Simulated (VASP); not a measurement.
# C (R-3m) in VASP: single point with PBE

Aim: the single point of C with PBE.

All numbers are computed with VASP 6.6.1; they aren't measurements. Logs are shortened: lines on timing, memory, paths and dates and some standing lists are left out, and cuts for length are marked.

## Step 1: The cell of the first run

The structure is trigonal, space group R-3m (No. 166). Conventional cell: a = 2.455 Å, b = 2.455 Å, c = 20.743 Å, α = 90.00°, β = 90.00°, γ = 120.00°. Within 1.9 Å of C (site symmetry 3m) lie 3 C at 1.42 Å. C (site symmetry 3m) has 3 C at 1.42 Å within 1.9 Å.

## Step 2: Single point, PBE

INCAR reads:

```
SYSTEM = C
PREC = Accurate
ENCUT = 520
EDIFF = 1E-6
ISMEAR = -1
SIGMA = 0.02
LREAL = .False.
LASPH = .True.
NELM = 80
ALGO = Normal
ISIF = 2
LWAVE = .False.
LCHARG = .True.
GGA = PE
LELF = .True.
LVHAR = .True.
NBANDS = 16
```

KPOINTS reads:

```
regular mesh
0
Gamma
  12 12 12
  0 0 0
```

POSCAR reads:

```
C
1.0
    1.2275050107      0.7087003484      6.9141690043
   -1.2275050107      0.7087003484      6.9141690043
    0.0000000000     -1.4174006968      6.9141690043
C
4
Direct
    0.9191129941      0.9191129941      0.9191129941
    0.2524458879      0.2524458879      0.2524458879
    0.7475541121      0.7475541121      0.7475541121
    0.0808870059      0.0808870059      0.0808870059
```

Potentials or basis: VASP PAW PBE potentials, release 64 (C).

Run with:

```
> cat potpaw_PBE.64/C/POTCAR > POTCAR
> mpirun -np 1 vasp_std > vasp.out
```

OUTCAR:

```text
SYSTEM = C
   PREC = Accurate
   ENCUT = 520
   EDIFF = 1E-6
   ISMEAR = -1
   LREAL = .False.
   LASPH = .True.
   NELM = 80
   ISIF = 2
   GGA = PE

 ion  position               nearest neighbor table
   1  0.919  0.919  0.919-   2 1.42   2 1.42   2 1.42
   2  0.252  0.252  0.252-   1 1.42   1 1.42   1 1.42
   3  0.748  0.748  0.748-   4 1.42   4 1.42   4 1.42
   4  0.081  0.081  0.081-   3 1.42   3 1.42   3 1.42

  LATTYP: Found a trigonal (rhomboedric) cell.
 ALAT       =     7.0579570525
 COS(alpha) =     0.9395051338

  Lattice vectors:

 A1 = (   1.2275050107,   0.7087003484,   6.9141690043)
 A2 = (  -1.2275050107,   0.7087003484,   6.9141690043)
 A3 = (   0.0000000000,  -1.4174006968,   6.9141690043)

Analysis of symmetry for initial positions (statically):
=====================================================================
 Subroutine PRICEL returns:
 Original cell was already a primitive cell.

 Routine SETGRP: Setting up the symmetry group for a
 trigonal (rhombohedral) supercell.

 Subroutine GETGRP returns: Found 12 space group operations
 (whereof 12 operations were pure point group operations)
 out of a pool of 12 trial point group operations.

The static configuration has the point symmetry D_3d.

Analysis of symmetry for dynamics (positions and initial velocities):
=====================================================================
 Subroutine PRICEL returns:
 Original cell was already a primitive cell.

 Routine SETGRP: Setting up the symmetry group for a
 trigonal (rhombohedral) supercell.

 Subroutine GETGRP returns: Found 12 space group operations
 (whereof 12 operations were pure point group operations)
 out of a pool of 12 trial point group operations.

The dynamic configuration has the point symmetry D_3d.

 Subroutine INISYM returns: Found 12 space group operations
 (whereof 12 operations are pure point group operations),
 and found     1 'primitive' translations

----------------------------------------------------------------------------------------

                                     Primitive cell

  volume of cell :      36.0892

  direct lattice vectors                    reciprocal lattice vectors
     1.227505011  0.708700348  6.914169004     0.407330313  0.235172266  0.048210180
    -1.227505011  0.708700348  6.914169004    -0.407330313  0.235172266  0.048210180
     0.000000000 -1.417400697  6.914169004     0.000000000 -0.470344531  0.048210180

  length of vectors
     7.057957053  7.057957053  7.057957053     0.472808841  0.472808841  0.472808841

[... 87 lines left out ...]
   NSW    =      0    number of steps for IOM
   IBRION =     -1    ionic relax: 0-MD 1-quasi-New 2-CG
   NFREE  =      0    steps in history (QN), initial steepest desc. (CG)
   ISIF   =      2    stress and relaxation
   ISYM   =      2    0-nonsym 1-usesym 2-fastsym
   POTIM  = 0.5000    time-step for ionic-motion
   TEBEG  =    0.0;   TEEND  =   0.0 temperature during run
   PSTRESS=    0.0 pullay stress
   NELECT =      16.0000    total number of electrons
   NUPDOWN=      -1.0000    fix difference up-down
   EMIN   =  10.00;   EMAX   =-10.00  energy-range for DOS
   EFERMI =   0.00;   METHOD = LEGACY
   ISMEAR =    -1;   SIGMA  =   0.02  broadening in eV -4-tet -1-fermi 0-gaus
   EFERMI_NEDOS =   21; number of points for ismear=-14 and -15
   IALGO  =     38    algorithm
   IMIX   =      4    mixing-type and parameters
     AMIX     =   0.40;   BMIX     =  1.00
     AMIX_MAG =   1.60;   BMIX_MAG =  1.00
  volume/ion in A,a.u.               =       9.02        60.89
  Fermi-wavevector in a.u.,A,eV,Ry     =   1.248310  2.358964 21.201656  1.558278
  Thomas-Fermi vector in A             =   2.382402
   LORBIT       =      0    0 simple, 1 ext, 2 COOP (PROOUT), +10 PAW based schemes
   GGA     = PE    functional components
   LHFCALC =     F    Hartree Fock is set to
   AEXX    =    0.0000 exact exchange contribution
   IVDW    =     0    specifies the selected vdW correction
   LEPSILON=     F    determine dielectric tensor
   LRPA    =     F    only Hartree local field effects (RPA)
 non-spin polarized calculation
  energy-cutoff  :      520.00
  volume of cell :       36.09
 maximum number of plane-waves:       995
 NGX is ok and might be reduce to    54
   NGX = 27   NGY = 27   NGZ = 27

 number of electron      16.0000000 magnetization

 Free energy of the ion-electron system (eV)
  ---------------------------------------------------
  ext. energy  EPLUGINS =         0.00000000
  ---------------------------------------------------
  free energy    TOTEN  =       -36.84004796 eV

  energy without entropy =      -36.84002818  energy(sigma->0) =      -36.84003807

 E-fermi :   4.4943     XC(G=0): -10.1320

 val. band max:        4.3750790483   @ k =  -0.3333   0.3333   0.0000
 cond. band min:       4.6135448762   @ k =  -0.3333   0.3333   0.0000
 fundamental gap:      0.2384658279
 Fermi energy:         4.4943230384

 k-point     1 :       0.0000    0.0000    0.0000
  band No.  band energies     occupation
      1     -15.2306      2.00000
      2     -14.9881      2.00000
      3      -3.9875      2.00000
      4      -2.2889      2.00000
      5       1.4862      2.00000
      6       1.4862      2.00000
[... 433 lines left out ...]
      3      -8.4378      2.00000
      4      -8.3499      2.00000
      5      -3.7766      2.00000
      6      -3.7502      2.00000
[... 8 lines left out ...]
     15      16.6613      0.00000
     16      18.7727      0.00000

 [... further k-points ...]

------------------------ aborting loop because EDIFF is reached ----------------------------------------

  FORCE on cell =-STRESS in cart. coord.  units (eV):
  Direction    XX          YY          ZZ          XY          YZ          ZX
  --------------------------------------------------------------------------------------
  -------------------------------------------------------------------------------------
  Total        1.3693810      1.3693810      0.6693189      0.0000000     -0.0000000     -0.0000000
  in kB       60.7935786     60.7935786     29.7143696      0.0000000     -0.0000000     -0.0000000
  external PRESSURE =      50.4338422 kB  Pullay stress =       0.0000000 kB

 VOLUME and BASIS-vectors are now :
 -----------------------------------------------------------------------------
  energy-cutoff  :      520.00
  volume of cell :       36.09
      direct lattice vectors                 reciprocal lattice vectors
     1.227505011  0.708700348  6.914169004     0.407330313  0.235172266  0.048210180
    -1.227505011  0.708700348  6.914169004    -0.407330313  0.235172266  0.048210180
     0.000000000 -1.417400697  6.914169004     0.000000000 -0.470344531  0.048210180

 POSITION                                       TOTAL-FORCE (eV/Angst)
 -----------------------------------------------------------------------------------
      0.00000      0.00000     19.06471         0.000000      0.000000     -0.005241
      0.00000      0.00000      5.23636         0.000000     -0.000000     -0.022453
      0.00000      0.00000     15.50615         0.000000      0.000000      0.022453
      0.00000      0.00000      1.67780         0.000000      0.000000      0.005241
 -----------------------------------------------------------------------------------
    total drift:                                0.000000      0.000000     -0.000000

  FREE ENERGIE OF THE ION-ELECTRON SYSTEM (eV)
  ---------------------------------------------------
  free  energy   TOTEN  =       -36.8400479603 eV

  energy  without entropy=      -36.8400281806  energy(sigma->0) =      -36.84003807
```

OSZICAR:

```text
N       E                     dE             d eps       ncg     rms          rms(c)
DAV:   1     0.350630799259E+02    0.35063E+02   -0.79558E+03  6056   0.924E+02
DAV:   2    -0.365841461801E+02   -0.71647E+02   -0.65663E+02  8568   0.192E+02
DAV:   3    -0.392996583825E+02   -0.27155E+01   -0.27027E+01  8000   0.346E+01
DAV:   4    -0.393225679460E+02   -0.22910E-01   -0.22901E-01  7624   0.382E+00
DAV:   5    -0.393229309054E+02   -0.36296E-03   -0.36294E-03  7752   0.458E-01    0.908E+00
DAV:   6    -0.374333308824E+02    0.18896E+01   -0.12741E+00  7160   0.711E+00    0.530E+00
DAV:   7    -0.368305606931E+02    0.60277E+00   -0.15727E+00  7464   0.802E+00    0.151E+00
DAV:   8    -0.368411418557E+02   -0.10581E-01   -0.75327E-02  7128   0.163E+00    0.329E-01
DAV:   9    -0.368398113562E+02    0.13305E-02   -0.20775E-03  7832   0.319E-01    0.100E-01
DAV:  10    -0.368400402291E+02   -0.22887E-03   -0.59558E-04  6496   0.156E-01    0.584E-02
DAV:  11    -0.368400467582E+02   -0.65291E-05   -0.25397E-05  7528   0.352E-02    0.389E-03
DAV:  12    -0.368400478179E+02   -0.10597E-05   -0.16645E-06  7408   0.908E-03    0.413E-03
DAV:  13    -0.368400479603E+02   -0.14245E-06   -0.28347E-07  5336   0.411E-03
   1 F= -.36840048E+02 E0= -.36840038E+02  d E =-.197797E-04
```

Run time: 10 min. Hardware: 1 thread of Intel Xeon Platinum 8259CL at 2.50GHz (Skylake/Cascade Lake), shared host; peak memory 0.39 GiB.

Results:

| Quantity | Value |
| --- | --- |
| Free energy | -36.8400 eV |
| Pressure | 5.0 GPa |
| Largest force | 0.022 eV/Å |
| Band gap on the k mesh | 0.24 eV, direct |

Forces on the atoms (eV/Å):
```
C    0.000  0.000 -0.005
C    0.000  0.000 -0.022
C    0.000  0.000  0.022
C    0.000  0.000  0.005
```

Levels at points of the mesh, in eV from the valence-band top:
```
           k point  band 4  band 5  band 6  band 7  band 8  band 9  band 10  band 11  band 12  band 13
(0.00, 0.00, 0.00)   -6.66   -2.89   -2.89   -2.89   -2.89    4.13     8.54     8.54     8.54     8.54
(0.50, 0.00, 0.00)  -13.13   -6.31   -6.30   -2.69   -1.84    1.36     2.36     7.60     7.67    11.43
(0.50, 0.50, 0.00)  -13.17   -6.33   -6.29   -2.35   -2.21    1.69     1.98     7.48     7.80    12.05
(0.50, 0.50, 0.50)   -7.47   -2.90   -2.90   -2.88   -2.88    6.29     6.83     8.51     8.51     8.57
```

A k mesh can miss the band edges.
